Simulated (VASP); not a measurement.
# Ti (Fm-3m) in VASP: settings compared

Aim: see how the results for Ti move with the level of theory and the settings. Levels: PBE, PBEsol. Tasks: single point.

All numbers are computed with VASP 6.6.1; they aren't measurements. Logs are shortened: lines on timing, memory, paths and dates and some standing lists are left out, and cuts for length are marked.

## Step 1: The cell of the first run

It takes space group Fm-3m (No. 225, cubic). Conventional cell: a = 4.110 Å, b = 4.110 Å, c = 4.110 Å, α = 90.00°, β = 90.00°, γ = 90.00°. Within 3.8 Å of Ti (site symmetry m-3m) lie 12 Ti at 2.91 Å.

## Step 2: Single point, PBE

Input file INCAR:

```
SYSTEM = Ti
PREC = Accurate ; ENCUT = 520
EDIFF = 1E-6 ; ISMEAR = -1
SIGMA = 0.05 ; LREAL = .False.
LASPH = .True. ; NELM = 60
ALGO = Normal ; ISIF = 2
LWAVE = .False. ; LCHARG = .False.
GGA = PE ; NBANDS = 12
```

Input file KPOINTS:

```
Automatic mesh
0
Gamma
  11 11 11
  0 0 0
```

Input file POSCAR:

```
Ti
1.0
    0.0000000000      2.0551358018      2.0551358018
    2.0551358018      0.0000000000      2.0551358018
    2.0551358018      2.0551358018      0.0000000000
Ti
1
Direct
    0.0000000000      0.0000000000      0.0000000000
```

Potentials or basis: VASP PAW PBE potentials, release 64 (Ti_sv).

Run with:

```
cat potpaw_PBE.64/Ti_sv/POTCAR > POTCAR
mpirun -np 1 vasp_std > vasp.out
```

OUTCAR:

```text
SYSTEM = Ti
   PREC = Accurate
   ENCUT = 520
   EDIFF = 1E-6
   ISMEAR = -1
   LREAL = .False.
   LASPH = .True.
   NELM = 60
   ISIF = 2
   GGA = PE

 ion  position               nearest neighbor table
   1  0.000  0.000  0.000-

  LATTYP: Found a face centered cubic cell.
 ALAT       =     4.1102716036

  Lattice vectors:

 A1 = (   0.0000000000,   2.0551358018,   2.0551358018)
 A2 = (   2.0551358018,   0.0000000000,   2.0551358018)
 A3 = (   2.0551358018,   2.0551358018,   0.0000000000)

Analysis of symmetry for initial positions (statically):
=====================================================================
 Subroutine PRICEL returns:
 Original cell was already a primitive cell.

 Routine SETGRP: Setting up the symmetry group for a
 face centered cubic supercell.

 Subroutine GETGRP returns: Found 48 space group operations
 (whereof 48 operations were pure point group operations)
 out of a pool of 48 trial point group operations.

The static configuration has the point symmetry O_h .

Analysis of symmetry for dynamics (positions and initial velocities):
=====================================================================
 Subroutine PRICEL returns:
 Original cell was already a primitive cell.

 Routine SETGRP: Setting up the symmetry group for a
 face centered cubic supercell.

 Subroutine GETGRP returns: Found 48 space group operations
 (whereof 48 operations were pure point group operations)
 out of a pool of 48 trial point group operations.

The dynamic configuration has the point symmetry O_h .

 Subroutine INISYM returns: Found 48 space group operations
 (whereof 48 operations are pure point group operations),
 and found     1 'primitive' translations

----------------------------------------------------------------------------------------

                                     Primitive cell

  volume of cell :      17.3601

  direct lattice vectors                    reciprocal lattice vectors
     0.000000000  2.055135802  2.055135802    -0.243292925  0.243292925  0.243292925
     2.055135802  0.000000000  2.055135802     0.243292925 -0.243292925  0.243292925
     2.055135802  2.055135802  0.000000000     0.243292925  0.243292925 -0.243292925

  length of vectors
     2.906400923  2.906400923  2.906400923     0.421395707  0.421395707  0.421395707

  position of ions in fractional coordinates (direct lattice)
     0.000000000  0.000000000  0.000000000

  ion indices of the primitive-cell ions
   primitive index   ion index
                 1           1

----------------------------------------------------------------------------------------

 KPOINTS: Automatic mesh

Automatic generation of k-mesh.
 Grid dimensions read from file:
 generate k-points for:   11   11   11

 Generating k-lattice:

  Cartesian coordinates                     Fractional coordinates (reciprocal lattice)
    -0.022117539  0.022117539  0.022117539     0.090909091  0.000000000  0.000000000
     0.022117539 -0.022117539  0.022117539     0.000000000  0.090909091  0.000000000
     0.022117539  0.022117539 -0.022117539     0.000000000  0.000000000  0.090909091

  Length of vectors
     0.038308701  0.038308701  0.038308701

  Shift w.r.t. Gamma in fractional coordinates (k-lattice)
     0.000000000  0.000000000  0.000000000

 Subroutine IBZKPT returns following result:
 ===========================================

 Found     56 irreducible k-points:

 Following reciprocal coordinates:
            Coordinates               Weight
  0.000000  0.000000  0.000000      1.000000
  0.090909  0.000000  0.000000      8.000000
  0.181818  0.000000  0.000000      8.000000
  0.272727  0.000000  0.000000      8.000000
  0.363636  0.000000  0.000000      8.000000
  0.454545  0.000000  0.000000      8.000000
[... 16 lines left out ...]
 -0.272727  0.181818  0.000000     24.000000
 -0.181818  0.181818  0.000000     12.000000
 [... further k-points ...]
   k-points           NKPTS =     56   k-points in BZ     NKDIM =     56   number of bands    NBANDS=     12
   number of dos      NEDOS =    301   number of ions     NIONS =      1
   total plane-waves  NPLWV =  13824
   dimension x,y,z NGX =    24 NGY =   24 NGZ =   24
   dimension x,y,z NGXF=    48 NGYF=   48 NGZF=   48
   ions per type =               1
   NGX,Y,Z   is equivalent  to a cutoff of  13.73, 13.73, 13.73 a.u.
   NGXF,Y,Z  is equivalent  to a cutoff of  27.46, 27.46, 27.46 a.u.
 SYSTEM =  Ti
   PREC   = accura    normal or accurate (medium, high low for compatibility)
   ISTART =      0    job   : 0-new  1-cont  2-samecut
   ICHARG =      2    charge: 1-file 2-atom 10-const
   ISPIN  =      1    spin polarized calculation?
   LNONCOLLINEAR =      F non collinear calculations
   LSORBIT =      F    spin-orbit coupling
   LASPH  =      T    aspherical Exc in radial PAW
   ENCUT  =  520.0 eV  38.22 Ry    6.18 a.u.   5.40  5.40  5.40*2*pi/ulx,y,z
   NELM   =     60;   NELMIN=  2; NELMDL= -5     # of ELM steps
   EDIFF  = 0.1E-05   stopping-criterion for ELM
   LREAL  =      F    real-space projection
[... 7 lines left out ...]
   TEBEG  =    0.0;   TEEND  =   0.0 temperature during run
   PSTRESS=    0.0 pullay stress
   NELECT =      12.0000    total number of electrons
   NUPDOWN=      -1.0000    fix difference up-down
   EMIN   =  10.00;   EMAX   =-10.00  energy-range for DOS
   EFERMI =   0.00;   METHOD = LEGACY
   ISMEAR =    -1;   SIGMA  =   0.05  broadening in eV -4-tet -1-fermi 0-gaus
   EFERMI_NEDOS =   21; number of points for ismear=-14 and -15
   IALGO  =     38    algorithm
   IMIX   =      4    mixing-type and parameters
     AMIX     =   0.40;   BMIX     =  1.00
     AMIX_MAG =   1.60;   BMIX_MAG =  1.00
  volume/ion in A,a.u.               =      17.36       117.15
  Fermi-wavevector in a.u.,A,eV,Ry     =   1.447498  2.735375 28.507624  2.095251
  Thomas-Fermi vector in A             =   2.565446
   LORBIT       =      0    0 simple, 1 ext, 2 COOP (PROOUT), +10 PAW based schemes
   GGA     = PE    functional components
   LHFCALC =     F    Hartree Fock is set to
   AEXX    =    0.0000 exact exchange contribution
   IVDW    =     0    specifies the selected vdW correction
   LEPSILON=     F    determine dielectric tensor
   LRPA    =     F    only Hartree local field effects (RPA)
 non-spin polarized calculation
  energy-cutoff  :      520.00
  volume of cell :       17.36
 maximum number of plane-waves:       487
 NGX is ok and might be reduce to    24
   NGX = 11   NGY = 11   NGZ = 11

 number of electron      12.0000002 magnetization

 Free energy of the ion-electron system (eV)
  ---------------------------------------------------
  ext. energy  EPLUGINS =         0.00000000
  ---------------------------------------------------
  free energy    TOTEN  =        -7.78727416 eV

  energy without entropy =       -7.77460931  energy(sigma->0) =       -7.78094174

 E-fermi :   8.2237     XC(G=0): -11.4996

 val. band max:        8.2105983014   @ k =   0.1818   0.1818   0.0000
 cond. band min:       8.2320238169   @ k =  -0.3636   0.0909   0.0000
 fundamental gap:      0.0214255155
 Fermi energy:         8.2236639906

 k-point     1 :       0.0000    0.0000    0.0000
  band No.  band energies     occupation
      1     -48.4739      2.00000
      2     -24.3332      2.00000
      3     -24.3332      2.00000
      4     -24.3332      2.00000
      5       2.1275      2.00000
      6       9.1073      0.00000
      7       9.1073      0.00000
      8       9.1073      0.00000
      9      10.7399      0.00000
     10      10.7399      0.00000
     11      23.4750      0.00000
     12      27.9512      0.00000

 k-point     2 :       0.0909    0.0000    0.0000
  band No.  band energies     occupation
      1     -48.4644      2.00000
      2     -24.3882      2.00000
      3     -24.3401      2.00000
      4     -24.3401      2.00000
      5       2.3933      2.00000
      6       8.9469      0.00000
      7       9.1996      0.00000
      8       9.1996      0.00000
      9      10.6827      0.00000
     10      10.6827      0.00000
     11      23.6598      0.00000
     12      26.1843      0.00000

 k-point     3 :       0.1818    0.0000    0.0000
  band No.  band energies     occupation
      1     -48.4386      2.00000
      2     -24.5339      2.00000
      3     -24.3586      2.00000
      4     -24.3586      2.00000
      5       3.1404      2.00000
      6       8.5747      0.00178
      7       9.3637      0.00000
      8       9.3637      0.00000
      9      10.6441      0.00000
     10      10.6441      0.00000
     11      22.9569      0.00000
     12      24.5325      0.00000
[... 286 lines left out ...]
 k-point    23 :      -0.2727    0.1818    0.0000
  band No.  band energies     occupation
      1     -48.3642      2.00000
      2     -24.8131      2.00000
      3     -24.5436      2.00000
      4     -24.4043      2.00000
      5       5.6199      2.00000
      6       7.9230      1.99512
      7       8.5962      0.00116
      8       9.7215      0.00000
      9      10.6142      0.00000
     10      12.4035      0.00000
     11      19.3823      0.00000
     12      21.6253      0.00000

 k-point    24 :      -0.1818    0.1818    0.0000
  band No.  band energies     occupation
      1     -48.3931      2.00000
      2     -24.7033      2.00000
      3     -24.4856      2.00000
      4     -24.3762      2.00000
      5       4.5959      2.00000
      6       8.0484      1.94168
      7       9.0283      0.00000
      8       9.9796      0.00000
      9       9.9896      0.00000
     10      11.6860      0.00000
     11      21.6586      0.00000
     12      22.1114      0.00000

 [... further k-points ...]
[... 5 lines left out ...]
  --------------------------------------------------------------------------------------
  -------------------------------------------------------------------------------------
  Total       -0.0300240     -0.0300240     -0.0300240      0.0000000      0.0000000      0.0000000
  in kB       -2.7709429     -2.7709429     -2.7709429      0.0000000      0.0000000      0.0000000
  external PRESSURE =      -2.7709429 kB  Pullay stress =       0.0000000 kB

 VOLUME and BASIS-vectors are now :
 -----------------------------------------------------------------------------
  energy-cutoff  :      520.00
  volume of cell :       17.36
      direct lattice vectors                 reciprocal lattice vectors
     0.000000000  2.055135802  2.055135802    -0.243292925  0.243292925  0.243292925
     2.055135802  0.000000000  2.055135802     0.243292925 -0.243292925  0.243292925
     2.055135802  2.055135802  0.000000000     0.243292925  0.243292925 -0.243292925

 POSITION                                       TOTAL-FORCE (eV/Angst)
 -----------------------------------------------------------------------------------
      0.00000      0.00000      0.00000         0.000000      0.000000      0.000000
 -----------------------------------------------------------------------------------
    total drift:                                0.000000     -0.000000     -0.000000

  FREE ENERGIE OF THE ION-ELECTRON SYSTEM (eV)
  ---------------------------------------------------
  free  energy   TOTEN  =        -7.7872741629 eV

  energy  without entropy=       -7.7746093124  energy(sigma->0) =       -7.78094174
```

Run time: 8 s. Hardware: 1 thread of AMD EPYC 9R45 (Zen 5), shared host; peak memory 0.11 GiB.

What came out:

- Free energy: -7.7873 eV
- Pressure: -0.3 GPa
- Band gap on the k mesh: zero (band 6 reaches 9.11 eV, above the bottom of band 7 at 7.95 eV)

Levels at points of the mesh, in eV from the Fermi level:
| k point | band 2 | band 3 | band 4 | band 5 | band 6 | band 7 | band 8 | band 9 | band 10 | band 11 |
| --- | --- | --- | --- | --- | --- | --- | --- | --- | --- | --- |
| (0.00, 0.00, 0.00) | -32.56 | -32.56 | -32.56 | -6.10 | 0.88 | 0.88 | 0.88 | 2.52 | 2.52 | 15.25 |

## Step 3: Single point, PBEsol

This run uses another cell than the first one, of 16.65 Å³/atom, 0.959 times its volume.

Input file INCAR:

```
SYSTEM = Ti
PREC = Accurate
ENCUT = 520
EDIFF = 1E-6
ISMEAR = -1
SIGMA = 0.05
LREAL = .False.
LASPH = .True.
NELM = 60
ALGO = Normal
ISIF = 2
LWAVE = .False.
LCHARG = .False.
GGA = PS
NBANDS = 12
```

KPOINTS is that of step 2.

Input file POSCAR:

```
Ti
1.0
    0.0000000000      2.0267781238      2.0267781238
    2.0267781238      0.0000000000      2.0267781238
    2.0267781238      2.0267781238      0.0000000000
Ti
1
Direct
    0.0000000000      0.0000000000      0.0000000000
```

Potentials or basis: VASP PAW PBE potentials, release 64 (Ti_sv).

Run with:

```
cat potpaw_PBE.64/Ti_sv/POTCAR > POTCAR
mpirun -np 1 vasp_std > vasp.out
```

OUTCAR:

```text
SYSTEM = Ti
   PREC = Accurate
   ENCUT = 520
   EDIFF = 1E-6
   ISMEAR = -1
   LREAL = .False.
   LASPH = .True.
   NELM = 60
   ISIF = 2
   GGA = PS

 ion  position               nearest neighbor table
   1  0.000  0.000  0.000-

  LATTYP: Found a face centered cubic cell.
 ALAT       =     4.0535562476

  Lattice vectors:

 A1 = (   0.0000000000,   2.0267781238,   2.0267781238)
 A2 = (   2.0267781238,   0.0000000000,   2.0267781238)
 A3 = (   2.0267781238,   2.0267781238,   0.0000000000)

Analysis of symmetry for initial positions (statically):
=====================================================================
 Subroutine PRICEL returns:
 Original cell was already a primitive cell.

 Routine SETGRP: Setting up the symmetry group for a
 face centered cubic supercell.

 Subroutine GETGRP returns: Found 48 space group operations
 (whereof 48 operations were pure point group operations)
 out of a pool of 48 trial point group operations.

The static configuration has the point symmetry O_h .

Analysis of symmetry for dynamics (positions and initial velocities):
=====================================================================
 Subroutine PRICEL returns:
 Original cell was already a primitive cell.

 Routine SETGRP: Setting up the symmetry group for a
 face centered cubic supercell.

 Subroutine GETGRP returns: Found 48 space group operations
 (whereof 48 operations were pure point group operations)
 out of a pool of 48 trial point group operations.

The dynamic configuration has the point symmetry O_h .

 Subroutine INISYM returns: Found 48 space group operations
 (whereof 48 operations are pure point group operations),
 and found     1 'primitive' translations

----------------------------------------------------------------------------------------

                                     Primitive cell

  volume of cell :      16.6513

[... 111 lines left out ...]
   GGA     = PS    functional components
   LHFCALC =     F    Hartree Fock is set to
   AEXX    =    0.0000 exact exchange contribution
   IVDW    =     0    specifies the selected vdW correction
   LEPSILON=     F    determine dielectric tensor
   LRPA    =     F    only Hartree local field effects (RPA)
 non-spin polarized calculation
  energy-cutoff  :      520.00
  volume of cell :       16.65
 maximum number of plane-waves:       459
 NGX is ok and might be reduce to    24
   NGX = 11   NGY = 11   NGZ = 11

 number of electron      12.0000001 magnetization

 Free energy of the ion-electron system (eV)
  ---------------------------------------------------
  ext. energy  EPLUGINS =         0.00000000
  ---------------------------------------------------
  free energy    TOTEN  =        -8.29359511 eV

  energy without entropy =       -8.28274530  energy(sigma->0) =       -8.28817020

 E-fermi :   8.5484     XC(G=0): -11.8374

 val. band max:        8.5025851812   @ k =   0.1818   0.1818   0.0000
 cond. band min:       8.5698184575   @ k =   0.2727   0.0000   0.0000
 fundamental gap:      0.0672332763
 Fermi energy:         8.5483564459

 k-point     1 :       0.0000    0.0000    0.0000
  band No.  band energies     occupation
      1     -47.8490      2.00000
      2     -23.7504      2.00000
      3     -23.7504      2.00000
      4     -23.7504      2.00000
      5       2.3500      2.00000
      6       9.4569      0.00000
      7       9.4569      0.00000
      8       9.4569      0.00000
      9      11.1780      0.00000
     10      11.1780      0.00000
     11      24.0509      0.00000
     12      28.6868      0.00000
[... 331 lines left out ...]
 k-point    24 :      -0.1818    0.1818    0.0000
  band No.  band energies     occupation
      1     -47.7512      2.00000
      2     -24.1815      2.00000
      3     -23.9272      2.00000
      4     -23.7996      2.00000
      5       4.8981      2.00000
      6       8.3438      1.96710
      7       9.3629      0.00000
      8      10.3616      0.00000
      9      10.3945      0.00000
     10      12.2004      0.00000
     11      22.4134      0.00000
     12      22.9655      0.00000

 [... further k-points ...]

------------------------ aborting loop because EDIFF is reached ----------------------------------------

  FORCE on cell =-STRESS in cart. coord.  units (eV):
  Direction    XX          YY          ZZ          XY          YZ          ZX
  --------------------------------------------------------------------------------------
  -------------------------------------------------------------------------------------
  Total       -0.0275182     -0.0275182     -0.0275182      0.0000000     -0.0000000      0.0000000
  in kB       -2.6477846     -2.6477846     -2.6477846      0.0000000     -0.0000000      0.0000000
  external PRESSURE =      -2.6477846 kB  Pullay stress =       0.0000000 kB

 VOLUME and BASIS-vectors are now :
 -----------------------------------------------------------------------------
  energy-cutoff  :      520.00
  volume of cell :       16.65
      direct lattice vectors                 reciprocal lattice vectors
     0.000000000  2.026778124  2.026778124    -0.246696959  0.246696959  0.246696959
     2.026778124  0.000000000  2.026778124     0.246696959 -0.246696959  0.246696959
     2.026778124  2.026778124  0.000000000     0.246696959  0.246696959 -0.246696959

 POSITION                                       TOTAL-FORCE (eV/Angst)
 -----------------------------------------------------------------------------------
      0.00000      0.00000      0.00000        -0.000000      0.000000      0.000000
 -----------------------------------------------------------------------------------
    total drift:                                0.000000     -0.000000     -0.000000

  FREE ENERGIE OF THE ION-ELECTRON SYSTEM (eV)
  ---------------------------------------------------
  free  energy   TOTEN  =        -8.2935951064 eV

  energy  without entropy=       -8.2827452973  energy(sigma->0) =       -8.28817020
```

OSZICAR:

```text
N       E                     dE             d eps       ncg     rms          rms(c)
DAV:   1     0.888682666998E+02    0.88868E+02   -0.65135E+03  1348   0.122E+03
DAV:   2    -0.502602187146E+01   -0.93894E+02   -0.91510E+02  1380   0.300E+02
DAV:   3    -0.927541231640E+01   -0.42494E+01   -0.42054E+01  1868   0.655E+01
DAV:   4    -0.937576690932E+01   -0.10035E+00   -0.10024E+00  1532   0.839E+00
DAV:   5    -0.937912992300E+01   -0.33630E-02   -0.33629E-02  1608   0.132E+00    0.908E+00
DAV:   6    -0.830054365921E+01    0.10786E+01   -0.21563E+00  1468   0.221E+01    0.235E+00
DAV:   7    -0.828343124703E+01    0.17112E-01   -0.12242E-01  1624   0.397E+00    0.133E+00
DAV:   8    -0.829348866168E+01   -0.10057E-01   -0.43109E-02  1400   0.275E+00    0.232E-01
DAV:   9    -0.829355930275E+01   -0.70641E-04   -0.53899E-03  1704   0.890E-01    0.911E-02
DAV:  10    -0.829361174543E+01   -0.52443E-04   -0.29931E-04  1448   0.212E-01    0.227E-02
DAV:  11    -0.829359588537E+01    0.15860E-04   -0.27207E-05  1604   0.629E-02    0.101E-02
DAV:  12    -0.829359510641E+01    0.77896E-06   -0.16135E-06  1428   0.172E-02
   1 F= -.82935951E+01 E0= -.82881702E+01  d E =-.108498E-01
```

It took 7.7 s on 1 thread of AMD EPYC 9R45 (Zen 5), shared host; peak memory 0.11 GiB.

Results:

| Quantity | Value |
| --- | --- |
| Free energy | -8.2936 eV |
| Pressure | -0.3 GPa |
| Band gap on the k mesh | zero (band 6 reaches 9.46 eV, above the bottom of band 7 at 8.27 eV) |

Caveat: the PAW data sets were made with another functional, which shifts forces and pressure a little.
